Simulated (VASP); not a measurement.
# SiO2 (P4_12_12) in VASP: further runs, part 2 of 2

VASP 6.6.1.

## (4) Electric field gradients, PBE

The input, INCAR:

```
SYSTEM = SiO2
PREC     = Accurate       ! precision mode
ENCUT    = 520            ! plane-wave cutoff, eV
EDIFF    = 1E-8           ! SCF threshold, eV
ISMEAR   = -1             ! smearing method
SIGMA    = 0.02           ! smearing width, eV
LREAL    = .False.        ! projectors in reciprocal space
LASPH    = .True.         ! aspherical terms in the spheres
NELM     = 100            ! most SCF steps
ALGO     = Normal         ! electronic algorithm
ISIF     = 2              ! what is computed and relaxed
LWAVE    = .False.        ! write WAVECAR
LCHARG   = .False.        ! write CHGCAR
GGA      = PE             ! functional
LEFG     = .True.       
ISYM     = 0            
NBANDS   = 44             ! bands
```

The input, KPOINTS:

```
regular mesh
0
Gamma
  5 5 4
  0 0 0
```

The input, POSCAR:

```
SiO2
1.0
    4.9080000000      0.0000000000      0.0000000000
    0.0000000000      4.9080000000      0.0000000000
    0.0000000000      0.0000000000      6.7840000000
Si O
4 8
Direct
    0.3083000000      0.3083000000      0.0000000000
    0.1917000000      0.8083000000      0.2500000000
    0.6917000000      0.6917000000      0.5000000000
    0.8083000000      0.1917000000      0.7500000000
    0.2387000000      0.1161000000      0.1865000000
    0.3839000000      0.7387000000      0.4365000000
    0.7613000000      0.8839000000      0.6865000000
    0.6161000000      0.2613000000      0.9365000000
    0.7387000000      0.3839000000      0.5635000000
    0.8839000000      0.7613000000      0.3135000000
    0.2613000000      0.6161000000      0.0635000000
    0.1161000000      0.2387000000      0.8135000000
```

Potentials or basis: VASP PAW PBE potentials, release 64 (Si, O).

Started as:

```bash
$ cat potpaw_PBE.64/Si/POTCAR potpaw_PBE.64/O/POTCAR > POTCAR
$ mpirun -np 1 vasp_std > vasp.out
```

OUTCAR:

```text
SYSTEM = SiO2
   PREC = Accurate
   ENCUT = 520
   EDIFF = 1E-8
   ISMEAR = -1
   LREAL = .False.
   LASPH = .True.
   NELM = 100
   ISIF = 2
   GGA = PE
   ISYM = 0

 ion  position               nearest neighbor table
   1  0.308  0.308  0.000-   8 1.59  11 1.59   5 1.61  12 1.61   2 3.04   4 3.04   2 3.04   4 3.04

   2  0.192  0.808  0.250-   5 1.59  10 1.59   6 1.61  11 1.61   1 3.04   3 3.04   1 3.04   3 3.04

   3  0.692  0.692  0.500-   6 1.59   9 1.59   7 1.61  10 1.61   2 3.04   4 3.04   4 3.04   2 3.04

   4  0.808  0.192  0.750-   7 1.59  12 1.59   9 1.61   8 1.61   1 3.04   3 3.04   3 3.04   1 3.04

   5  0.239  0.116  0.187-   2 1.59   1 1.61
   6  0.384  0.739  0.437-   3 1.59   2 1.61
   7  0.761  0.884  0.687-   4 1.59   3 1.61
   8  0.616  0.261  0.937-   1 1.59   4 1.61
   9  0.739  0.384  0.563-   3 1.59   4 1.61
  10  0.884  0.761  0.313-   2 1.59   3 1.61
  11  0.261  0.616  0.063-   1 1.59   2 1.61
  12  0.116  0.239  0.813-   4 1.59   1 1.61

IMPORTANT INFORMATION: All symmetrisations will be switched off!
NOSYMM: (Re-)initialisation of all symmetry stuff for point group C_1.

----------------------------------------------------------------------------------------

                                     Primitive cell

  volume of cell :     163.4161

  direct lattice vectors                    reciprocal lattice vectors
     4.908000000  0.000000000  0.000000000     0.203748981  0.000000000  0.000000000
     0.000000000  4.908000000  0.000000000     0.000000000  0.203748981  0.000000000
     0.000000000  0.000000000  6.784000000     0.000000000  0.000000000  0.147405660

  length of vectors
     4.908000000  4.908000000  6.784000000     0.203748981  0.203748981  0.147405660

  position of ions in fractional coordinates (direct lattice)
     0.308300000  0.308300000  0.000000000
     0.191700000  0.808300000  0.250000000
     0.691700000  0.691700000  0.500000000
     0.808300000  0.191700000  0.750000000
[... 1308 lines left out ...]
      3.02382      1.28246      6.35322         0.889936      0.016457      0.024140
      3.62554      1.88418      3.82278        -0.016459     -0.889939     -0.024142
      4.33818      3.73646      2.12678        -0.889937      0.016459     -0.024140
      1.28246      3.02382      0.43078         0.016459      0.889938     -0.024139
      0.56982      1.17154      5.51878         0.889938     -0.016458     -0.024138
 -----------------------------------------------------------------------------------
    total drift:                                0.000000      0.000001      0.000001

  FREE ENERGIE OF THE ION-ELECTRON SYSTEM (eV)
  ---------------------------------------------------
  free  energy   TOTEN  =       -94.5866914603 eV

  energy  without entropy=      -94.5866914602  energy(sigma->0) =      -94.58669146

 Electric field gradients (V/A^2)
---------------------------------------------------------------------
 ion       V_xx      V_yy      V_zz      V_xy      V_xz      V_yz
---------------------------------------------------------------------
   1      -3.415    -3.415     6.830     5.203     6.385    -6.385
   2      -3.415    -3.415     6.830    -5.203     6.385     6.385
   3      -3.415    -3.415     6.830     5.203    -6.385     6.385
   4      -3.415    -3.415     6.830    -5.203    -6.385    -6.385
   5     -45.203    40.718     4.485    20.731   -14.119   -52.718
   6      40.718   -45.203     4.485   -20.731    52.718   -14.119
   7     -45.203    40.718     4.485    20.731    14.119    52.718
   8      40.718   -45.203     4.485   -20.731   -52.718    14.119
   9     -45.203    40.718     4.485   -20.731    14.119   -52.718
  10      40.718   -45.203     4.485    20.731   -52.718   -14.119
  11     -45.203    40.718     4.485   -20.731   -14.119    52.718
  12      40.718   -45.203     4.485    20.731    52.718    14.119
---------------------------------------------------------------------

 Electric field gradients after diagonalization (V/A^2)
 (convention: |V_zz| > |V_xx| > |V_yy|)
----------------------------------------------------------------------
 ion       V_xx      V_yy      V_zz     asymmetry (V_yy - V_xx)/ V_zz
----------------------------------------------------------------------
   1      10.989     1.787   -12.776       0.720
   2      10.989     1.787   -12.776       0.720
   3      10.989     1.787   -12.776       0.720
   4      10.989     1.787   -12.776       0.720
   5     -50.116   -33.125    83.241       0.204
   6     -50.116   -33.125    83.241       0.204
   7     -50.116   -33.125    83.241       0.204
   8     -50.116   -33.125    83.241       0.204
   9     -50.116   -33.125    83.241       0.204
  10     -50.116   -33.125    83.241       0.204
  11     -50.116   -33.125    83.241       0.204
  12     -50.116   -33.125    83.241       0.204
----------------------------------------------------------------------

           NMR quadrupolar parameters

 Cq : quadrupolar parameter    Cq=e*Q*V_zz/h
 eta: asymmetry parameters     (V_yy - V_xx)/ V_zz
 Q  : nuclear electric quadrupole moment in mb (millibarn)
----------------------------------------------------------------------
 ion       Cq(MHz)       eta       Q (mb)
----------------------------------------------------------------------
   1      -0.031       0.720       1.000
   2      -0.031       0.720       1.000
   3      -0.031       0.720       1.000
   4      -0.031       0.720       1.000
   5       0.201       0.204       1.000
   6       0.201       0.204       1.000
   7       0.201       0.204       1.000
   8       0.201       0.204       1.000
   9       0.201       0.204       1.000
  10       0.201       0.204       1.000
  11       0.201       0.204       1.000
  12       0.201       0.204       1.000
----------------------------------------------------------------------
```

OSZICAR:

```text
N       E                     dE             d eps       ncg     rms          rms(c)
DAV:   1     0.404177562984E+03    0.40418E+03   -0.33290E+04  4488   0.134E+03
DAV:   2    -0.778718223775E+02   -0.48205E+03   -0.46764E+03  5676   0.316E+02
DAV:   3    -0.107346850751E+03   -0.29475E+02   -0.29338E+02  5464   0.829E+01
DAV:   4    -0.107724327851E+03   -0.37748E+00   -0.37680E+00  5608   0.103E+01
DAV:   5    -0.107730790923E+03   -0.64631E-02   -0.64593E-02  5496   0.133E+00    0.303E+01
DAV:   6    -0.945891065479E+02    0.13142E+02   -0.49067E+01  5252   0.326E+01    0.145E+01
DAV:   7    -0.945828998633E+02    0.62067E-02   -0.15401E+00  5440   0.516E+00    0.521E+00
DAV:   8    -0.945715056839E+02    0.11394E-01   -0.83674E-02  5360   0.176E+00    0.200E+00
DAV:   9    -0.945842868961E+02   -0.12781E-01   -0.41961E-02  5120   0.119E+00    0.354E-01
DAV:  10    -0.945866491947E+02   -0.23623E-02   -0.39129E-03  5024   0.304E-01    0.106E-01
DAV:  11    -0.945866729472E+02   -0.23752E-04   -0.78822E-04  5456   0.150E-01    0.149E-02
DAV:  12    -0.945866869353E+02   -0.13988E-04   -0.25862E-05  5264   0.258E-02    0.125E-02
DAV:  13    -0.945866908031E+02   -0.38678E-05   -0.58709E-06  5048   0.125E-02    0.530E-03
DAV:  14    -0.945866914474E+02   -0.64426E-06   -0.99449E-07  5424   0.516E-03    0.153E-03
DAV:  15    -0.945866914802E+02   -0.32808E-07   -0.56597E-08  4824   0.141E-03    0.396E-04
DAV:  16    -0.945866914679E+02    0.12284E-07   -0.28336E-09  3936   0.336E-04    0.272E-04
DAV:  17    -0.945866914603E+02    0.76570E-08   -0.95071E-10  2888   0.212E-04
   1 F= -.94586691E+02 E0= -.94586691E+02  d E =-.328579E-11
```

It took 4.9 min on 1 thread of Intel Xeon Platinum 8259CL at 2.50GHz (Skylake/Cascade Lake), shared host; peak memory 0.42 GiB.

What came out:

| Property | Result |
| --- | --- |
| Free energy | -94.5867 eV |
| Pressure | 9.7 GPa |
| Largest force | 0.890 eV/Å |
| Band gap on the k mesh | 5.88 eV |
| Largest electric field gradient by atom | Si -12.8; O +83.2 V/Å² |

Forces in eV/Å, atoms in the order of the input:
```
Si  -0.563 -0.563  0.000
Si   0.563 -0.563  0.000
Si   0.563  0.563  0.000
Si  -0.563  0.563  0.000
O   -0.016  0.890  0.024
O   -0.890 -0.016  0.024
O    0.016 -0.890  0.024
O    0.890  0.016  0.024
O   -0.016 -0.890 -0.024
O   -0.890  0.016 -0.024
O    0.016  0.890 -0.024
O    0.890 -0.016 -0.024
```

Stress tensor (GPa, compression positive):
```
10.90  0.00  0.00
 0.00 10.90  0.00
 0.00  0.00  7.34
```

Electric field gradients, principal values (V/Å²):
| atom | least | middle | greatest (by size) |
| --- | --- | --- | --- |
| 1 Si | 1.787 | 10.989 | -12.776 |
| 2 Si | 1.787 | 10.989 | -12.776 |
| 3 Si | 1.787 | 10.989 | -12.776 |
| 4 Si | 1.787 | 10.989 | -12.776 |
| 5 O | -33.125 | -50.116 | 83.241 |
| 6 O | -33.125 | -50.116 | 83.241 |
| 7 O | -33.125 | -50.116 | 83.241 |
| 8 O | -33.125 | -50.116 | 83.241 |
| 9 O | -33.125 | -50.116 | 83.241 |
| 10 O | -33.125 | -50.116 | 83.241 |
| 11 O | -33.125 | -50.116 | 83.241 |
| 12 O | -33.125 | -50.116 | 83.241 |

Caveat: the cell stands under pressure; without QUAD_EFG the Cq values of the log hold for a quadrupole moment of 1 mb, not for the nuclei; an odd mesh through Γ misses points on the zone boundary, where band edges can lie.
